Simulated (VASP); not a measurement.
Input of a VASP 6.6.1 run:

INCAR

```
PREC = Accurate
ENCUT = 520
EDIFF = 1E-7
ISMEAR = -1
SIGMA = 0.05
LREAL = False
LASPH = True
NELM = 150
ALGO = Normal
ISIF = 2
LWAVE = False
LCHARG = True
ISPIN = 2
MAGMOM = 3.5
LORBIT = 11
LMAXMIX = 6
GGA = PE
LELF = True
LVHAR = True
NBANDS = 16
```

KPOINTS

```
Automatic mesh
0
Gamma
  9 9 9
```

POSCAR

```
Pr
1.0
   -2.0973721543      2.0973721543      2.0973721543
    2.0973721543     -2.0973721543      2.0973721543
    2.0973721543      2.0973721543     -2.0973721543
Pr
1
Direct
    0.0000000000      0.0000000000      0.0000000000
```

Potentials or basis: VASP PAW PBE potentials, release 64 (Pr).

Launch:

```sh
$ cat potpaw_PBE.64/Pr/POTCAR > POTCAR
$ mpirun -np 1 vasp_std > vasp.out
```

Task: What does it give for the site moments?

Result: Pr +2.26 μB.

Task: Estimate the pressure.

Result: -1.5 GPa.

Task: What does it give for the net moment?

Result: 2.80 μB per cell.

Caveat: the magnetic or orbital state may not be the lowest. The state reached can hang on the start; a lower one may exist.
